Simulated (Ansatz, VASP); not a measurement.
## Two plane-wave programs on YN

File INCAR:

```
PREC = Accurate ; ENCUT = 520
EDIFF = 1E-7 ; ISMEAR = 0
SIGMA = 0.01 ; LREAL = False
LASPH = True ; NELM = 120
ALGO = Normal ; ISIF = 2
LWAVE = False ; LCHARG = False
GGA = PS ; IBRION = 2
NSW = 60 ; EDIFFG = -0.002
GGA_COMPAT = False ; NELMIN = 4
```

The input KPOINTS:

```
regular mesh
0
Gamma
  12 12 12
```

The input POSCAR:

```
YN
1.0
   -0.0230148852      2.4296039373      2.4296039373
    2.4296039373     -0.0230148852      2.4296039373
    2.4296039373      2.4296039373     -0.0230148852
Y N
1 1
Direct
    0.0000000000      0.0000000000      0.0000000000
    0.5000000000      0.5000000000      0.5000000000
```

Input for Ansatz:

```yaml
crystal:
  lattice:
    - [-0.0230148852, 2.4296039373, 2.4296039373]
    - [2.4296039373, -0.0230148852, 2.4296039373]
    - [2.4296039373, 2.4296039373, -0.0230148852]
  atoms:
    - { symbol: "Y", position: [0.0, 0.0, 0.0] }
    - { symbol: "N", position: [0.5, 0.5, 0.5] }
basis:
  ecutwfc: 420
kpoints:
  mp_grid: { grid: [12, 12, 12] }
hamiltonian:
  xc: pbesol
  pseudopotentials: { kind: paw, azcp: { folder: soft_1 } }
scf:
  occupations: { method: gaussian, width: 0.01 }
output:
  forces: true
  stress: true
  eigenvalues: true
relax:
  adjacent_minimum: "off"
  f_tol: 0.002
  max_steps: 40
```

Change from the starting cell: strained cell.

Alike in both runs: task relaxation of the atoms; functional PBEsol; k mesh 12 × 12 × 12; occupations gaussian, width 0.01 eV; no spin polarisation.

|  | VASP | Ansatz |
| --- | --- | --- |
| version | VASP 6.6.1 | Ansatz 0.2.0 |
| potentials or method | VASP PAW PBE potentials, release 64 (Y_sv, N), cutoff 520 eV | scalar-relativistic, plane waves, PAW |
| valence electrons in the cell | 16 | 16 |

```tsv
	VASP	Ansatz	Ansatz less VASP
gap on the k mesh at the Fermi level, each at its own relaxed structure (eV)	0.06	0.06	+0.001
```

VASP's potentials were made for PBE, not for PBEsol, and Ansatz warns of the same on its side. Ansatz's warnings: stress scf threshold loose.

Noted on VASP's run: the relaxation stopped at its first step, so nothing moved.
